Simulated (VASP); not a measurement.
# KBr (Fm-3m) in VASP: phonons with r2SCAN

Aim: the phonons of KBr with r2SCAN.

Everything below comes from runs of VASP 6.6.1. Logs are shortened: lines on timing, memory, paths and dates and some standing lists are left out, and cuts for length are marked.

### 1 The cell of the first run

It takes space group Fm-3m (No. 225, cubic). The conventional cell has a = 7.088 Å, b = 7.088 Å, c = 7.088 Å, α = 90.00°, β = 90.00°, γ = 90.00°. Within 4.7 Å of K (site symmetry m-3m) lie 6 Br at 3.54 Å. Br (site symmetry m-3m) has 6 K at 3.54 Å within 4.7 Å.

### 2 Phonons, r2SCAN

The input, INCAR:

```
SYSTEM = KBr
PREC = Accurate
ENCUT = 520
EDIFF = 1E-8
ISMEAR = 0
SIGMA = 0.01
LREAL = .False.
LASPH = .True.
NELM = 100
ALGO = Normal
ISIF = 2
LWAVE = .False.
LCHARG = .False.
METAGGA = R2SCAN
LMIXTAU = .True.
IBRION = 6
NFREE = 2
POTIM = 0.015
NSW = 1
```

The input, KPOINTS:

```
Automatic mesh
0
Gamma
  6 6 6
  0 0 0
```

The input, POSCAR:

```
KBr
1.0
    3.5440003794      3.5440003794      0.0000000000
   -3.5440003794      3.5440003794      0.0000000000
    0.0000000000      3.5440003794      3.5440003794
K Br
1 1
Direct
    0.0000000000      0.0000000000      0.0000000000
    0.5000000000      0.5000000000      0.0000000000
```

Potentials or basis: VASP PAW PBE potentials, release 64 (K_sv, Br).

The run is started by

```bash
> cat potpaw_PBE.64/K_sv/POTCAR potpaw_PBE.64/Br/POTCAR > POTCAR
> mpirun -np 1 vasp_std > vasp.out
```

OUTCAR:

```text
SYSTEM = KBr
   PREC = Accurate
   ENCUT = 520
   EDIFF = 1E-8
   ISMEAR = 0
   LREAL = .False.
   LASPH = .True.
   NELM = 100
   ISIF = 2
   METAGGA = R2SCAN
   IBRION = 6
   NFREE = 2
   POTIM = 0.015
   NSW = 1

 ion  position               nearest neighbor table
   1  0.000  0.000  0.000-
   2  0.500  0.500  0.000-

  LATTYP: Found a face centered cubic cell.
 ALAT       =     7.0880007588

  Lattice vectors:

 A1 = (   0.0000000000,   3.5440003794,   3.5440003794)
 A2 = (   3.5440003794,   0.0000000000,   3.5440003794)
 A3 = (   3.5440003794,   3.5440003794,   0.0000000000)

Analysis of symmetry for initial positions (statically):
=====================================================================
 Subroutine PRICEL returns:
 Original cell was already a primitive cell.

 Routine SETGRP: Setting up the symmetry group for a
 face centered cubic supercell.

 Subroutine GETGRP returns: Found 48 space group operations
 (whereof 48 operations were pure point group operations)
 out of a pool of 48 trial point group operations.

The static configuration has the point symmetry O_h .

Analysis of symmetry for dynamics (positions and initial velocities):
=====================================================================
 Subroutine PRICEL returns:
 Original cell was already a primitive cell.

 Routine SETGRP: Setting up the symmetry group for a
 face centered cubic supercell.

 Subroutine GETGRP returns: Found 48 space group operations
 (whereof 48 operations were pure point group operations)
 out of a pool of 48 trial point group operations.

The dynamic configuration has the point symmetry O_h .

 Subroutine INISYM returns: Found 48 space group operations
 (whereof 48 operations are pure point group operations),
 and found     1 'primitive' translations

----------------------------------------------------------------------------------------

                                     Primitive cell

  volume of cell :      89.0249

  direct lattice vectors                    reciprocal lattice vectors
     3.544000379  3.544000379  0.000000000     0.141083506  0.141083506 -0.141083506
    -3.544000379  3.544000379  0.000000000    -0.141083506  0.141083506 -0.141083506
     0.000000000  3.544000379  3.544000379     0.000000000  0.000000000  0.282167013
[... 270 lines left out ...]

 Free energy of the ion-electron system (eV)
  ---------------------------------------------------
  ext. energy  EPLUGINS =         0.00000000
  ---------------------------------------------------
  free energy    TOTEN  =       -23.12101613 eV

  energy without entropy =      -23.12101613  energy(sigma->0) =      -23.12101613

 E-fermi :  -2.7474     XC(G=0):  -6.8545

 val. band max:       -2.8517063740   @ k =   0.0000   0.0000   0.0000
 cond. band min:       1.6977039017   @ k =   0.0000   0.0000   0.0000
 fundamental gap:      4.5494102757
 Fermi energy:        -2.7473620233

 k-point     1 :       0.0000    0.0000    0.0000
  band No.  band energies     occupation
      1     -32.2577      2.00000
      2     -15.3644      2.00000
      3     -14.9464      2.00000
      4     -14.9464      2.00000
      5     -14.9463      2.00000
      6      -2.8517      2.00000
      7      -2.8517      2.00000
      8      -2.8517      2.00000
      9       1.6977      0.00000
     10       5.2845      0.00000
     11       5.2846      0.00000
     12       5.2846      0.00000
[... 331 lines left out ...]
 k-point    24 :       0.0000    0.0000   -0.3333
  band No.  band energies     occupation
      1     -32.2561      2.00000
      2     -15.3906      2.00000
      3     -14.9568      2.00000
      4     -14.9568      2.00000
      5     -14.8955      2.00000
      6      -3.4188      2.00000
      7      -3.0190      2.00000
      8      -3.0189      2.00000
      9       3.6394      0.00000
     10       3.9378      0.00000
     11       6.5295      0.00000
     12       6.7205      0.00000

 [... further k-points ...]

------------------------ aborting loop because EDIFF is reached ----------------------------------------

  FORCE on cell =-STRESS in cart. coord.  units (eV):
  Direction    XX          YY          ZZ          XY          YZ          ZX
  --------------------------------------------------------------------------------------
  -------------------------------------------------------------------------------------
  Total       -1.1128879     -1.1139734     -1.1139734     -0.0000000      0.0000000     -0.0000000
  in kB      -20.0286065    -20.0481427    -20.0481427     -0.0000000      0.0000000     -0.0000000
  external PRESSURE =     -20.0416306 kB  Pullay stress =       0.0000000 kB
[... 17 lines left out ...]
  FREE ENERGIE OF THE ION-ELECTRON SYSTEM (eV)
  ---------------------------------------------------
  free  energy   TOTEN  =       -23.1210161286 eV

  energy  without entropy=      -23.1210161286  energy(sigma->0) =      -23.12101613

 INTERNAL STRAIN TENSORS FROM DISPLACED ATOMS
 ============================================

 INTERNAL STRAIN TENSOR FOR ION    1 for displacements in x,y,z  (eV/Angst):
          X           Y           Z          XY          YZ          ZX
  --------------------------------------------------------------------------------
  x     0.00000     0.00000     0.00000     0.00000     0.00000     0.00000
  y     0.00000     0.00000     0.00000     0.00000     0.00000     0.00000
  z     0.00000     0.00000     0.00000     0.00000     0.00000     0.00000

 INTERNAL STRAIN TENSOR FOR ION    2 for displacements in x,y,z  (eV/Angst):
          X           Y           Z          XY          YZ          ZX
  --------------------------------------------------------------------------------
  x     0.00000     0.00000     0.00000     0.00000     0.00000     0.00000
  y     0.00000     0.00000     0.00000     0.00000     0.00000     0.00000
  z     0.00000     0.00000     0.00000     0.00000     0.00000     0.00000

 Eigenvectors and eigenvalues of the dynamical matrix
 ----------------------------------------------------

   1 f  =    1.848323 THz    11.613353 2PiTHz   61.653403 cm-1     7.644044 meV
             X         Y         Z           dx          dy          dz
      0.000000  0.000000  0.000000    -0.000000   -0.000000    0.821305
      0.000000  3.544000  0.000000    -0.000000   -0.000000   -0.570489
[... 21 lines left out ...]
   6 f/i=    0.006089 THz     0.038261 2PiTHz    0.203119 cm-1     0.025184 meV
             X         Y         Z           dx          dy          dz
      0.000000  0.000000  0.000000     0.154437    0.391380    0.385265
      0.000000  3.544000  0.000000     0.222335    0.563450    0.554647

 ELASTIC MODULI CONTR FROM IONIC RELAXATION (kBar)
 Direction    XX          YY          ZZ          XY          YZ          ZX
 --------------------------------------------------------------------------------
 XX           0.0000      0.0000      0.0000      0.0000      0.0000      0.0000
 YY           0.0000      0.0000      0.0000      0.0000      0.0000      0.0000
 ZZ           0.0000      0.0000      0.0000      0.0000      0.0000      0.0000
 XY           0.0000      0.0000      0.0000      0.0000      0.0000      0.0000
 YZ           0.0000      0.0000      0.0000      0.0000      0.0000      0.0000
 ZX           0.0000      0.0000      0.0000      0.0000      0.0000      0.0000
 --------------------------------------------------------------------------------
```

It took 12 min on 1 thread of AMD EPYC 7R13 (Zen 3), shared host; peak memory 0.26 GiB.

What came out:

* Highest phonon frequency at Γ, LO-TO splitting left out: 62 cm⁻¹

Phonon frequencies in cm⁻¹ (negative: imaginary):
```csv
q point,frequencies
"(0.000, 0.000, 0.000)",0 0 0 62 62 62
```

Caveat: the cell stands under pressure or tension, which shifts response properties; the PAW data sets were made with another functional, which shifts forces and pressure a little.
